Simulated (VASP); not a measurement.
# Si (a cell with a defect) in VASP: single point with PBE+D3(BJ)

Aim: the single point of Si (a cell with a defect) with PBE+D3(BJ).

Everything below comes from runs of VASP 6.6.1. Logs are shortened: lines on timing, memory, paths and dates and some standing lists are left out, and cuts for length are marked.

## (1) The cell of the first run

The cell holds a defect, 63 atoms: a = 10.860 Å, b = 10.860 Å, c = 10.860 Å, α = 90.00°, β = 90.00°, γ = 90.00°.

## (2) Single point, PBE+D3(BJ)

File INCAR:

```
SYSTEM = Si
ALGO = Normal
EDIFF = 1E-6
ENCUT = 520
GGA = PE
ISIF = 2
ISMEAR = 0
IVDW = 12
LASPH = .True.
LCHARG = .True.
LELF = .True.
LREAL = Auto
LVHAR = .True.
LWAVE = .False.
NBANDS = 163
NELM = 100
PREC = Accurate
SIGMA = 0.02
```

File KPOINTS:

```
k-points
0
Gamma
  1 1 1
  0 0 0
```

File POSCAR:

```
Si
1.0
   10.8600000000      0.0000000000      0.0000000000
    0.0000000000     10.8600000000      0.0000000000
    0.0000000000      0.0000000000     10.8600000000
Si
63
Direct
    0.5023155185     -0.0021706870     -0.0008241688
    0.6251227967      0.1254626392      0.1252915915
    0.7484350027      0.2527398012     -0.0008847891
    0.8774709584      0.3721410389      0.1270892850
    0.7478795424     -0.0021500467      0.2515422854
    0.8715224024      0.1210617031      0.3789477290
   -0.0029401123      0.0054899230     -0.0025855761
    0.1251693516      0.1248156654      0.1253722891
    0.2534364695      0.2439977196     -0.0028978144
    0.3727487352      0.3722162907      0.1237356252
    0.4962654410      0.5021041121      0.0017159126
    0.6252166935      0.6250209432      0.1253428982
    0.7542391452      0.7478857863      0.0017351420
    0.8771096087      0.8779735225      0.1242424481
    0.2531479210      0.0054930703      0.2534328838
    0.3782852316      0.1288371288      0.3785236330
    0.5018855024      0.2527192951      0.2515325768
    0.6267581554      0.3788526296      0.3752385375
    0.7540506565      0.5020908939      0.2490998961
    0.8885469294      0.6293697731      0.3618937995
    0.5006569948     -0.0011970556      0.5009957040
    0.6251394945      0.1249672011      0.6253543021
    0.7493379176      0.2514952822      0.5011107610
    0.8752460516      0.3788224555      0.6236065737
    0.7495287528     -0.0011745341      0.7498207643
    0.8720612651      0.1288093512      0.8722541580
    0.0227177685      0.4955855796      0.0230174540
    0.2294429783      0.7550185174      0.0210523557
    0.3731398482      0.8780012073      0.1266446441
   -0.0032077114      0.2438702672      0.2536715180
    0.1233654429      0.3720539096      0.3730663905
    0.2273544867      0.4955660689      0.2276665034
    0.3611049376      0.6206254082      0.3612283390
    0.4961017662      0.7478552654      0.2489704945
    0.6231190629      0.8714312079      0.3751269478
   -0.0010942164     -0.0022536952      0.5026628687
    0.1251069755      0.1254594381      0.6253260261
    0.2513662772      0.2527307556      0.5021492463
    0.3749204717      0.3788322107      0.6271896569
    0.4952343072      0.5019551168      0.4956019966
    0.6251039859      0.6254208438      0.6252632835
    0.7548795761      0.7487038203      0.4956923117
    0.8754103958      0.8713530565      0.6274956143
    0.2512229466     -0.0022467546      0.7481545445
    0.3786357093      0.1210905314      0.8717833278
    0.5008821098      0.2514742379      0.7495885193
    0.6234054606      0.3788194434      0.8754798854
    0.7548381647      0.5019101149      0.7550092211
    0.8890151728      0.6206009349      0.8892893774
    0.0210291015      0.7548334983      0.2294193547
    0.1262349619      0.8780067218      0.3733377300
    0.0013557905      0.5021235423      0.4963892618
    0.1251711546      0.6249591542      0.6253275957
    0.2487234295      0.7478110043      0.4961247421
    0.3747053642      0.8713644563      0.6233159487
   -0.0010294589      0.2527534991      0.7485771270
    0.1267796367      0.3722083596      0.8778033579
    0.2488376774      0.5021612071      0.7544490806
    0.3618991471      0.6293865837      0.8887797660
    0.4954696716      0.7486954804      0.7549163638
    0.6271083312      0.8714205291      0.8756492678
    0.0015281603      0.7477558660      0.7545014531
    0.1238602896      0.8779677093      0.8774271765
```

Potentials or basis: VASP PAW PBE potentials, release 64 (Si).

On the command line:

```bash
> cat potpaw_PBE.64/Si/POTCAR > POTCAR
> mpirun -np 1 vasp_gam > vasp.out
```

OUTCAR:

```text
SYSTEM = Si
   EDIFF = 1E-6
   ENCUT = 520
   GGA = PE
   ISIF = 2
   ISMEAR = 0
   IVDW = 12
   LASPH = .True.
   LREAL = Auto
   NELM = 100
   PREC = Accurate
 IVDW          = 12

 ion  position               nearest neighbor table
   1  0.502  0.998  0.999-  45 2.35  61 2.35   2 2.36  29 2.36
   2  0.625  0.125  0.125-   1 2.36   5 2.36  17 2.36   3 2.36
   3  0.748  0.253  0.999-  26 2.35  47 2.35   4 2.36   2 2.36
   4  0.877  0.372  0.127-  30 2.35  19 2.35  27 2.36   3 2.36
   5  0.748  0.998  0.252-   6 2.35  35 2.35  14 2.36   2 2.36
   6  0.872  0.121  0.379-  30 2.34   5 2.35  36 2.35  23 2.35
[... 19 lines left out ...]
  26  0.872  0.129  0.872-   7 2.34   3 2.35  56 2.35  25 2.35
  27  0.023  0.496  0.023-  57 2.36   4 2.36  49 2.46  32 3.14
  28  0.229  0.755  0.021-  63 2.35  29 2.35  59 2.45
  29  0.373  0.878  0.127-  15 2.35  28 2.35  34 2.35   1 2.36
  30  0.997  0.244  0.254-   6 2.34  31 2.35   4 2.35   8 2.36
  31  0.123  0.372  0.373-  30 2.35  52 2.35  32 2.36  38 2.36
  32  0.227  0.496  0.228-  10 2.36  31 2.36  33 2.46  27 3.14
  33  0.361  0.621  0.361-  54 2.35  34 2.35  40 2.43  32 2.46
  34  0.496  0.748  0.249-  33 2.35  29 2.35  12 2.36  35 2.36
[... 13 lines left out ...]
  48  0.755  0.502  0.755-  24 2.35  47 2.35  41 2.40  49 2.43
  49  0.889  0.621  0.889-  62 2.35  13 2.35  48 2.43  27 2.46
  50  0.021  0.755  0.229-  14 2.35  51 2.35  20 2.45
  51  0.126  0.878  0.373-  15 2.35  50 2.35  54 2.36  36 2.36
  52  0.001  0.502  0.496-  20 2.35  31 2.35  53 2.36  24 2.36
  53  0.125  0.625  0.625-  52 2.36  58 2.36  54 2.36  62 2.36
  54  0.249  0.748  0.496-  33 2.35  51 2.36  53 2.36  55 2.36
  55  0.375  0.871  0.623-  44 2.35  60 2.35  21 2.36  54 2.36
  56  0.999  0.253  0.749-  26 2.35  24 2.35  57 2.36  37 2.36
  57  0.127  0.372  0.878-   9 2.35  58 2.35  27 2.36  56 2.36
  58  0.249  0.502  0.754-  57 2.35  59 2.35  53 2.36  39 2.36
  59  0.362  0.629  0.889-  11 2.35  58 2.35  60 2.43  28 2.45
  60  0.495  0.749  0.755-  55 2.35  61 2.35  41 2.40  59 2.43
  61  0.627  0.871  0.876-   1 2.35  60 2.35  25 2.36  13 2.36
  62  0.002  0.748  0.755-  49 2.35  63 2.36  53 2.36  43 2.36
  63  0.124  0.878  0.877-   7 2.35  28 2.35  62 2.36  44 2.36

  LATTYP: Found a simple cubic cell.
 ALAT       =    10.8600000000

  Lattice vectors:

 A1 = (  10.8600000000,   0.0000000000,   0.0000000000)
 A2 = (   0.0000000000,  10.8600000000,   0.0000000000)
 A3 = (   0.0000000000,   0.0000000000,  10.8600000000)

Analysis of symmetry for initial positions (statically):
=====================================================================
 Subroutine PRICEL returns:
 Original cell was already a primitive cell.

 Routine SETGRP: Setting up the symmetry group for a
 simple cubic supercell.

 Subroutine GETGRP returns: Found  1 space group operations
 (whereof  1 operations were pure point group operations)
[... 226 lines left out ...]
   NUPDOWN=      -1.0000    fix difference up-down
   EMIN   =  10.00;   EMAX   =-10.00  energy-range for DOS
   EFERMI =   0.00;   METHOD = LEGACY
   ISMEAR =     0;   SIGMA  =   0.02  broadening in eV -4-tet -1-fermi 0-gaus
   EFERMI_NEDOS =   21; number of points for ismear=-14 and -15
   IALGO  =     38    algorithm
   IMIX   =      4    mixing-type and parameters
     AMIX     =   0.40;   BMIX     =  1.00
     AMIX_MAG =   1.60;   BMIX_MAG =  1.00
  volume/ion in A,a.u.               =      20.33       137.20
  Fermi-wavevector in a.u.,A,eV,Ry     =   0.952164  1.799329 12.335269  0.906617
  Thomas-Fermi vector in A             =   2.080702
   LORBIT       =      0    0 simple, 1 ext, 2 COOP (PROOUT), +10 PAW based schemes
   GGA     = PE    functional components
   LHFCALC =     F    Hartree Fock is set to
   AEXX    =    0.0000 exact exchange contribution
   IVDW    =    12    specifies the selected vdW correction
   LEPSILON=     F    determine dielectric tensor
   LRPA    =     F    only Hartree local field effects (RPA)
 non-spin polarized calculation
 Gauss-broadening in eV      SIGMA  =   0.02
  energy-cutoff  :      520.00
  volume of cell :     1280.82
 maximum number of plane-waves:     17229
 NGX is ok and might be reduce to    84
   NGX = 41   NGY = 41   NGZ = 41

 number of electron     252.0000004 magnetization

 Free energy of the ion-electron system (eV)
  ---------------------------------------------------
  ext. energy  EPLUGINS =         0.00000000
  ---------------------------------------------------
  free energy    TOTEN  =      -332.04895984 eV

  energy without entropy =     -332.04895984  energy(sigma->0) =     -332.04895984

 E-fermi :   6.1911     XC(G=0):  -9.3399

 val. band max:        6.0553753241   @ k =   0.0000   0.0000   0.0000
 cond. band min:       6.3572051712   @ k =   0.0000   0.0000   0.0000
 fundamental gap:      0.3018298471
 Fermi energy:         6.1910649159

 k-point     1 :       0.0000    0.0000    0.0000
  band No.  band energies     occupation
      1      -6.1748      2.00000
      2      -5.1278      2.00000
      3      -5.1259      2.00000
      4      -5.1056      2.00000
      5      -5.1013      2.00000
      6      -5.0987      2.00000
[... 130 lines left out ...]
    137       6.9321      0.00000
    138       6.9382      0.00000
 [bands above 138 left out]

------------------------ aborting loop because EDIFF is reached ----------------------------------------

 Edisp (eV)  -19.96434

 E6    (eV) :   -11.6888

 E8    (eV) :    -8.2755

  FORCE on cell =-STRESS in cart. coord.  units (eV):
  Direction    XX          YY          ZZ          XY          YZ          ZX
  --------------------------------------------------------------------------------------
  -------------------------------------------------------------------------------------
  Total     -12.79883     3.89276   -12.80208    -0.01345     0.01364    -0.23594
  in kB     -16.01000     4.86944   -16.01407    -0.01683     0.01706    -0.29513
  external pressure =       -9.05 kB  Pullay stress =        0.00 kB

 VOLUME and BASIS-vectors are now :
 -----------------------------------------------------------------------------
  energy-cutoff  :      520.00
  volume of cell :     1280.82
      direct lattice vectors                 reciprocal lattice vectors
    10.860000000  0.000000000  0.000000000     0.092081031  0.000000000  0.000000000
     0.000000000 10.860000000  0.000000000     0.000000000  0.092081031  0.000000000
     0.000000000  0.000000000 10.860000000     0.000000000  0.000000000  0.092081031

 POSITION                                       TOTAL-FORCE (eV/Angst)
 -----------------------------------------------------------------------------------
      5.45515     10.83643     10.85105         0.006780     -0.012707     -0.011850
      6.78883      1.36252      1.36067         0.002119      0.003062      0.001389
      8.12800      2.74475     10.85039        -0.008600      0.007631     -0.010908
      9.52933      4.04145      1.38019         0.008536      0.003569     -0.003390
      8.12197     10.83665      2.73175        -0.013155     -0.014781      0.012572
      9.46473      1.31473      4.11537         0.015527     -0.005155     -0.007211
[... 55 lines left out ...]
      0.01660      8.12063      8.19389         0.006902      0.010744      0.003569
      1.34512      9.53473      9.52886        -0.015590      0.002379     -0.010775
 -----------------------------------------------------------------------------------
    total drift:                               -0.017912      0.000440     -0.030140

  FREE ENERGIE OF THE ION-ELECTRON SYSTEM (eV)
  ---------------------------------------------------
  free  energy   TOTEN  =      -352.0133038824 eV

  energy  without entropy=     -352.0133038824  energy(sigma->0) =     -352.01330388
```

Wall time 9.8 min (1 thread of Intel Xeon 8259CL, shared host); peak memory 0.98 GiB.

What came out:

```yaml
Free_energy: -352.0133 eV
Pressure: -0.9 GPa
Largest_force: 0.030 eV/Å
Dispersion_energy_per_atom: -0.317 eV
```

Forces in eV/Å, atoms in the order of the input:
```
Si   0.007 -0.013 -0.012
Si   0.002  0.003  0.001
Si  -0.009  0.008 -0.011
Si   0.009  0.004 -0.003
Si  -0.013 -0.015  0.013
Si   0.016 -0.005 -0.007
Si  -0.001  0.005 -0.005
Si  -0.003  0.013 -0.003
Si  -0.002  0.001  0.000
Si  -0.006  0.001  0.000
Si  -0.009 -0.002 -0.004
Si  -0.004 -0.001  0.000
Si   0.005  0.010  0.003
Si  -0.003  0.000 -0.017
Si   0.006  0.009  0.009
Si  -0.006  0.000 -0.008
Si   0.004  0.008  0.014
Si   0.005 -0.002  0.001
Si   0.009  0.000  0.004
Si  -0.017 -0.016  0.018
Si   0.001 -0.007 -0.002
Si  -0.003  0.009 -0.001
Si  -0.002  0.003 -0.002
Si   0.004 -0.002 -0.002
Si   0.004 -0.006  0.004
Si   0.004  0.005  0.000
Si   0.002 -0.010  0.008
Si  -0.011 -0.011  0.020
Si   0.008  0.003  0.010
Si   0.004  0.003 -0.002
Si   0.008  0.012 -0.013
Si  -0.008 -0.015  0.000
Si   0.004  0.010  0.008
Si  -0.007  0.005 -0.004
Si   0.001 -0.001 -0.002
Si  -0.015 -0.006  0.006
Si   0.003 -0.002  0.002
Si   0.010  0.008  0.004
Si   0.001  0.004 -0.001
Si   0.001 -0.010 -0.002
Si   0.000 -0.010 -0.002
Si  -0.006  0.005 -0.001
Si   0.001  0.001 -0.002
Si   0.011 -0.006 -0.009
Si  -0.012 -0.003  0.012
Si   0.000  0.001  0.003
Si  -0.001 -0.001  0.002
Si  -0.004 -0.005  0.006
Si  -0.001  0.010 -0.001
Si   0.012 -0.002 -0.009
Si   0.016 -0.003  0.004
Si   0.004 -0.004 -0.004
Si  -0.002  0.001 -0.001
Si  -0.009  0.009 -0.001
Si   0.004  0.000  0.000
Si  -0.015  0.008  0.000
Si  -0.002  0.000  0.002
Si   0.004 -0.003  0.001
Si   0.010 -0.017 -0.018
Si   0.004  0.008  0.004
Si  -0.002 -0.001  0.000
Si   0.007  0.011  0.004
Si  -0.016  0.002 -0.011
```

Stress tensor (GPa, compression positive):
```
-1.60  0.00 -0.03
 0.00  0.49  0.00
-0.03  0.00 -1.60
```

Caveat: the k points lie up to 0.58 Å⁻¹ apart.
